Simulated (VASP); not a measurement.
# MgSi24 in VASP: single point with LDA

Aim: the single point of MgSi24 with LDA.

Everything below comes from runs of VASP 6.6.1. Logs are shortened: lines on timing, memory, paths and dates and some standing lists are left out, and cuts for length are marked.

## 1. The cell of the first run

The cell holds a slab with vacuum, 25 atoms: a = 7.603 Å, b = 7.603 Å, c = 22.452 Å, α = 90.00°, β = 90.00°, γ = 120.00°.

## 2. Single point, LDA

Input file INCAR:

```
SYSTEM = MgSi24
  ALGO = Fast
  DIPOL = 0.5 0.5 0.344
  EDIFF = 1E-7
  ENCUT = 520
  IDIPOL = 3
  ISIF = 2
  ISMEAR = 0
  LASPH = .TRUE.
  LCHARG = .FALSE.
  LDIPOL = .TRUE.
  LREAL = Auto
  LWAVE = .FALSE.
  NBANDS = 67
  NELM = 80
  PREC = Accurate
  SIGMA = 0.05
```

Input file KPOINTS:

```
k-points
0
G
  6 6 1
  0 0 0
```

Input file POSCAR:

```
MgSi24
1.0
    7.6033702666      0.0000000000      0.0000000000
   -3.8016851333      6.5847118052      0.0000000000
    0.0000000000      0.0000000000     22.4524755747
Si Mg
24 1
Direct
    0.3333333333      0.1666666667      0.1781540742
    0.3333333333      0.6666666667      0.1781540742
    0.8333333333      0.1666666667      0.1781540742
    0.8333333333      0.6666666667      0.1781540742
    0.1666666667      0.3333333333      0.2134654946
    0.1666666667      0.8333333333      0.2134654946
    0.6666666667      0.3333333333      0.2134654946
    0.6666666667      0.8333333333      0.2134654946
    0.1666666667      0.3333333333      0.3181986290
    0.1666666667      0.8333333333      0.3181986290
    0.6666666667      0.3333333333      0.3181986290
    0.6666666667      0.8333333333      0.3181986290
    0.3333333333      0.1666666667      0.3520754171
    0.3333333333      0.6666666667      0.3520754171
    0.8333333333      0.1666666667      0.3520754171
    0.8333333333      0.6666666667      0.3520754171
    0.3333333333      0.1666666667      0.4580766846
    0.3333333333      0.6666666667      0.4580766846
    0.8333333333      0.1666666667      0.4580766846
    0.8333333333      0.6666666667      0.4580766846
    0.1666666667      0.3333333333      0.4878070366
    0.1666666667      0.8333333333      0.4878070366
    0.6666666667      0.3333333333      0.4878070366
    0.6666666667      0.8333333333      0.4878070366
    0.2500000000      0.6666666667      0.5737045668
```

Potentials or basis: VASP PAW LDA potentials, release 64 (Si, Mg).

The run is started by

```sh
$ cat potpaw_LDA.64/Si/POTCAR potpaw_LDA.64/Mg/POTCAR > POTCAR
$ mpirun -np 1 vasp_std > vasp.out
```

OUTCAR:

```text
SYSTEM = MgSi24
   EDIFF = 1E-7
   ENCUT = 520
   ISIF = 2
   ISMEAR = 0
   LASPH = .TRUE.
   LREAL = Auto
   NELM = 80
   PREC = Accurate

 ion  position               nearest neighbor table
   1  0.333  0.167  0.178-   5 2.33   6 2.33   7 2.33
   2  0.333  0.667  0.178-   6 2.33   5 2.33   8 2.33
   3  0.833  0.167  0.178-   7 2.33   8 2.33   5 2.33
   4  0.833  0.667  0.178-   8 2.33   7 2.33   6 2.33
   5  0.167  0.333  0.213-   1 2.33   2 2.33   3 2.33   9 2.35
   6  0.167  0.833  0.213-   2 2.33   1 2.33   4 2.33  10 2.35
   7  0.667  0.333  0.213-   3 2.33   4 2.33   1 2.33  11 2.35
   8  0.667  0.833  0.213-   4 2.33   3 2.33   2 2.33  12 2.35
   9  0.167  0.333  0.318-  13 2.32  14 2.32  15 2.32   5 2.35
  10  0.167  0.833  0.318-  14 2.32  13 2.32  16 2.32   6 2.35
  11  0.667  0.333  0.318-  15 2.32  16 2.32  13 2.32   7 2.35
  12  0.667  0.833  0.318-  16 2.32  15 2.32  14 2.32   8 2.35
  13  0.333  0.167  0.352-   9 2.32  10 2.32  11 2.32  17 2.38
  14  0.333  0.667  0.352-  10 2.32   9 2.32  12 2.32  18 2.38
  15  0.833  0.167  0.352-  11 2.32  12 2.32   9 2.32  19 2.38
  16  0.833  0.667  0.352-  12 2.32  11 2.32  10 2.32  20 2.38
  17  0.333  0.167  0.458-  21 2.29  22 2.29  23 2.29  13 2.38
  18  0.333  0.667  0.458-  22 2.29  21 2.29  24 2.29  14 2.38  25 2.67
  19  0.833  0.167  0.458-  23 2.29  24 2.29  21 2.29  15 2.38
  20  0.833  0.667  0.458-  24 2.29  23 2.29  22 2.29  16 2.38
  21  0.167  0.333  0.488-  17 2.29  18 2.29  19 2.29  25 2.99
  22  0.167  0.833  0.488-  18 2.29  17 2.29  20 2.29  25 2.56
  23  0.667  0.333  0.488-  19 2.29  20 2.29  17 2.29
  24  0.667  0.833  0.488-  20 2.29  19 2.29  18 2.29  25 3.37
  25  0.250  0.667  0.574-  22 2.56  18 2.67  21 2.99  24 3.37

  LATTYP: Found a hexagonal cell.
 ALAT       =     7.6033702666
 C/A-ratio  =     2.9529635921

  Lattice vectors:

 A1 = (   7.6033702666,   0.0000000000,   0.0000000000)
 A2 = (  -3.8016851333,   6.5847118052,   0.0000000000)
 A3 = (   0.0000000000,   0.0000000000,  22.4524755747)

Analysis of symmetry for initial positions (statically):
=====================================================================
 Subroutine PRICEL returns:
 Original cell was already a primitive cell.

 Routine SETGRP: Setting up the symmetry group for a
 hexagonal supercell.

 Subroutine GETGRP returns: Found  1 space group operations
 (whereof  1 operations were pure point group operations)
 out of a pool of 24 trial point group operations.

The static configuration has the point symmetry C_1 .

Analysis of symmetry for dynamics (positions and initial velocities):
=====================================================================
 Subroutine PRICEL returns:
 Original cell was already a primitive cell.

 Routine SETGRP: Setting up the symmetry group for a
 hexagonal supercell.

 Subroutine GETGRP returns: Found  1 space group operations
 (whereof  1 operations were pure point group operations)
 out of a pool of 24 trial point group operations.

The dynamic configuration has the point symmetry C_1 .

 Subroutine INISYM returns: Found  1 space group operations
 (whereof  1 operations are pure point group operations),
 and found     1 'primitive' translations

----------------------------------------------------------------------------------------

                                     Primitive cell

  volume of cell :    1124.1057

  direct lattice vectors                    reciprocal lattice vectors
     7.603370267  0.000000000  0.000000000     0.131520624  0.075933468  0.000000000
    -3.801685133  6.584711805  0.000000000     0.000000000  0.151866935  0.000000000
     0.000000000  0.000000000 22.452475575     0.000000000  0.000000000  0.044538519

  length of vectors
     7.603370267  7.603370267 22.452475575     0.151866935  0.151866935  0.044538519

  position of ions in fractional coordinates (direct lattice)
     0.333333333  0.166666667  0.178154074
     0.333333333  0.666666667  0.178154074
     0.833333333  0.166666667  0.178154074
     0.833333333  0.666666667  0.178154074
     0.166666667  0.333333333  0.213465495
     0.166666667  0.833333333  0.213465495
[... 17 lines left out ...]
     0.666666667  0.833333333  0.487807037
     0.250000000  0.666666667  0.573704567

  ion indices of the primitive-cell ions
   primitive index   ion index
                 1           1
                 2           2
                 3           3
                 4           4
                 5           5
                 6           6
[... 17 lines left out ...]
                24          24
                25          25

----------------------------------------------------------------------------------------

 KPOINTS: k-points

Automatic generation of k-mesh.
 Grid dimensions read from file:
 generate k-points for:    6    6    1

 Generating k-lattice:

  Cartesian coordinates                     Fractional coordinates (reciprocal lattice)
     0.021920104  0.012655578  0.000000000     0.166666667  0.000000000  0.000000000
     0.000000000  0.025311156  0.000000000     0.000000000  0.166666667  0.000000000
     0.000000000  0.000000000  0.044538519     0.000000000  0.000000000  1.000000000

  Length of vectors
     0.025311156  0.025311156  0.044538519

  Shift w.r.t. Gamma in fractional coordinates (k-lattice)
     0.000000000  0.000000000  0.000000000

 Subroutine IBZKPT returns following result:
 ===========================================

 Found     20 irreducible k-points:

 Following reciprocal coordinates:
            Coordinates               Weight
  0.000000  0.000000  0.000000      1.000000
  0.166667  0.000000  0.000000      2.000000
  0.000000  0.166667  0.000000      2.000000
 -0.166667  0.166667  0.000000      2.000000
  0.333333  0.000000  0.000000      2.000000
  0.000000  0.333333  0.000000      2.000000
[... 12 lines left out ...]
  0.500000 -0.166667  0.000000      2.000000
  0.333333  0.333333  0.000000      2.000000
   k-points           NKPTS =     20   k-points in BZ     NKDIM =     20   number of bands    NBANDS=     67
   number of dos      NEDOS =    301   number of ions     NIONS =     25
   total plane-waves  NPLWV = 604800
   dimension x,y,z NGX =    60 NGY =   60 NGZ =  168
   dimension x,y,z NGXF=   120 NGYF=  120 NGZF=  336
   ions per type =              24   1
   NGX,Y,Z   is equivalent  to a cutoff of  13.12, 13.12, 12.44 a.u.
   NGXF,Y,Z  is equivalent  to a cutoff of  26.24, 26.24, 24.88 a.u.
 SYSTEM =  MgSi24
   PREC   = accura    normal or accurate (medium, high low for compatibility)
   ISTART =      0    job   : 0-new  1-cont  2-samecut
   ICHARG =      2    charge: 1-file 2-atom 10-const
   ISPIN  =      1    spin polarized calculation?
   LNONCOLLINEAR =      F non collinear calculations
   LSORBIT =      F    spin-orbit coupling
   LASPH  =      T    aspherical Exc in radial PAW
   ENCUT  =  520.0 eV  38.22 Ry    6.18 a.u.  14.14 14.14 41.75*2*pi/ulx,y,z
   NELM   =     80;   NELMIN=  2; NELMDL= -5     # of ELM steps
   EDIFF  = 0.1E-06   stopping-criterion for ELM
   LREAL  =      T    real-space projection
   EDIFFG = 0.1E-05   stopping-criterion for IOM
   NSW    =      0    number of steps for IOM
   IBRION =     -1    ionic relax: 0-MD 1-quasi-New 2-CG
   NFREE  =      0    steps in history (QN), initial steepest desc. (CG)
   ISIF   =      2    stress and relaxation
   ISYM   =      2    0-nonsym 1-usesym 2-fastsym
   POTIM  = 0.5000    time-step for ionic-motion
   TEBEG  =    0.0;   TEEND  =   0.0 temperature during run
   PSTRESS=    0.0 pullay stress
   NELECT =      98.0000    total number of electrons
   NUPDOWN=      -1.0000    fix difference up-down
   EMIN   =  10.00;   EMAX   =-10.00  energy-range for DOS
   EFERMI =   0.00;   METHOD = LEGACY
   ISMEAR =     0;   SIGMA  =   0.05  broadening in eV -4-tet -1-fermi 0-gaus
   EFERMI_NEDOS =   21; number of points for ismear=-14 and -15
   IALGO  =     68    algorithm
   IMIX   =      4    mixing-type and parameters
     AMIX     =   0.40;   BMIX     =  1.00
     AMIX_MAG =   1.60;   BMIX_MAG =  1.00
  volume/ion in A,a.u.               =      44.96       303.43
  Fermi-wavevector in a.u.,A,eV,Ry     =   0.725907  1.371766  7.169472  0.526941
  Thomas-Fermi vector in A             =   1.816747
   LORBIT       =      0    0 simple, 1 ext, 2 COOP (PROOUT), +10 PAW based schemes
   GGA     = CA    functional components
   LHFCALC =     F    Hartree Fock is set to
   AEXX    =    0.0000 exact exchange contribution
   IVDW    =     0    specifies the selected vdW correction
   LEPSILON=     F    determine dielectric tensor
   LRPA    =     F    only Hartree local field effects (RPA)
 non-spin polarized calculation
 RMM-DIIS sequential band-by-band and
 Gauss-broadening in eV      SIGMA  =   0.05
  energy-cutoff  :      520.00
  volume of cell :     1124.11
 maximum number of plane-waves:     30372
 NGX is ok and might be reduce to    60
   NGX = 29   NGY = 29   NGZ = 83

 dipolmoment           0.000000      0.000000      0.964490 electrons x Angstroem

 number of electron      97.9999999 magnetization

 dipolmoment           0.000000      0.000000     -0.309676 electrons x Angstroem

 Free energy of the ion-electron system (eV)
  ---------------------------------------------------
  ext. energy  EPLUGINS =         0.00000000
  ---------------------------------------------------
  free energy    TOTEN  =      -134.28395048 eV

  energy without entropy =     -134.25447844  energy(sigma->0) =     -134.26921446

 E-fermi :   0.0698     XC(G=0):  -4.9963

 val. band max:        0.0684743761   @ k =   0.3333   0.3333   0.0000
 cond. band min:       0.0759574287   @ k =   0.1667   0.0000   0.0000
 fundamental gap:      0.0074830526
 Fermi energy:         0.0697698880

 k-point     1 :       0.0000    0.0000    0.0000
  band No.  band energies     occupation
      1     -11.8215      2.00000
      2     -11.0467      2.00000
      3     -10.0696      2.00000
      4      -9.6110      2.00000
      5      -9.5783      2.00000
      6      -9.5772      2.00000
[... 53 lines left out ...]
     60       1.5593      0.00000
     61       1.9674      0.00000

 k-point     2 :       0.1667    0.0000    0.0000
  band No.  band energies     occupation
      1     -11.7391      2.00000
      2     -10.9648      2.00000
      3     -10.0045      2.00000
      4      -9.9342      2.00000
      5      -9.6449      2.00000
      6      -9.6259      2.00000
[... 53 lines left out ...]
     60       1.9913      0.00000
     61       2.1303      0.00000

 k-point     3 :       0.0000    0.1667    0.0000
  band No.  band energies     occupation
      1     -11.7390      2.00000
      2     -10.9647      2.00000
      3     -10.0025      2.00000
      4      -9.9360      2.00000
      5      -9.6453      2.00000
      6      -9.6264      2.00000
[... 1077 lines left out ...]
     60       2.7608      0.00000
     61       2.8898      0.00000

 k-point    20 :       0.3333    0.3333    0.0000
  band No.  band energies     occupation
      1     -10.8848      2.00000
      2     -10.8491      2.00000
      3     -10.8357      2.00000
      4     -10.1499      2.00000
      5     -10.0522      2.00000
      6     -10.0335      2.00000
[... 53 lines left out ...]
     60       2.9836      0.00000
     61       3.0888      0.00000
 [bands above 61 left out]

------------------------ aborting loop because EDIFF is reached ----------------------------------------

 vacuum level on the upper side and lower side of the slab       (xc-potential included)        -0.685         0.463

  FORCE on cell =-STRESS in cart. coord.  units (eV):
  Direction    XX          YY          ZZ          XY          YZ          ZX
  --------------------------------------------------------------------------------------
  -------------------------------------------------------------------------------------
  Total        0.6424331      0.1754686      2.2979369     -0.0398525     -0.7267391      0.2807854
  in kB        0.9156538      0.2500938      3.2752279     -0.0568014     -1.0358144      0.4002008
  external PRESSURE =       1.4803252 kB  Pullay stress =       0.0000000 kB

 VOLUME and BASIS-vectors are now :
 -----------------------------------------------------------------------------
  energy-cutoff  :      520.00
  volume of cell :     1124.11
      direct lattice vectors                 reciprocal lattice vectors
     7.603370267  0.000000000  0.000000000     0.131520624  0.075933468  0.000000000
    -3.801685133  6.584711805  0.000000000     0.000000000  0.151866935  0.000000000
     0.000000000  0.000000000 22.452475575     0.000000000  0.000000000  0.044538519

 POSITION                                       TOTAL-FORCE (eV/Angst)
 -----------------------------------------------------------------------------------
      1.90084      1.09745      4.00000        -0.018525      0.002809      0.588290
     -0.00000      4.38981      4.00000        -0.000116      0.000538      0.611455
      5.70253      1.09745      4.00000         0.038909     -0.019401      0.476221
      3.80169      4.38981      4.00000        -0.011765      0.025025      0.555655
      0.00000      2.19490      4.79283        -0.025062      0.018568     -0.749072
     -1.90084      5.48726      4.79283         0.027601     -0.016799     -0.751842
[... 17 lines left out ...]
      1.90084      5.48726     10.95248        -0.225164     -0.080707      0.635100
     -0.63361      4.38981     12.88109         0.267892     -0.380612     -0.023235
 -----------------------------------------------------------------------------------
    total drift:                                0.000028      0.000027     -0.032947

  FREE ENERGIE OF THE ION-ELECTRON SYSTEM (eV)
  ---------------------------------------------------
  free  energy   TOTEN  =      -134.2839504816 eV

  energy  without entropy=     -134.2544784413  energy(sigma->0) =     -134.26921446

 vacuum level on the upper side and lower side of the slab         3.710         4.892
```

It took 1.6 h on 1 thread of Oxide Virtual Turin-like, shared host; peak memory 1.4 GiB.

Results:

```yaml
Free_energy: -134.2840 eV
Largest_force: 1.678 eV/Å
Band_gap_on_the_k_mesh: zero (bands 49 and 50 overlap by 0.01 eV)
```

Forces on the atoms (eV/Å):
```
Si  -0.019  0.003  0.588
Si   0.000  0.001  0.611
Si   0.039 -0.019  0.476
Si  -0.012  0.025  0.556
Si  -0.025  0.019 -0.749
Si   0.028 -0.017 -0.752
Si   0.030 -0.015 -0.796
Si  -0.023  0.008 -0.741
Si   0.034  0.046  0.149
Si   0.040 -0.010  0.150
Si   0.005  0.002  0.141
Si  -0.040 -0.046  0.126
Si  -0.038  0.010  0.041
Si   0.025  0.006  0.051
Si  -0.005 -0.021 -0.040
Si  -0.043  0.009 -0.004
Si   0.143  0.147 -0.151
Si   0.277 -0.041 -1.654
Si  -0.093  0.018 -0.202
Si  -0.083 -0.155 -0.211
Si  -0.130  0.351  0.964
Si  -0.164  0.131  0.659
Si   0.014  0.011  0.176
Si  -0.225 -0.081  0.635
Mg   0.268 -0.381 -0.023
```
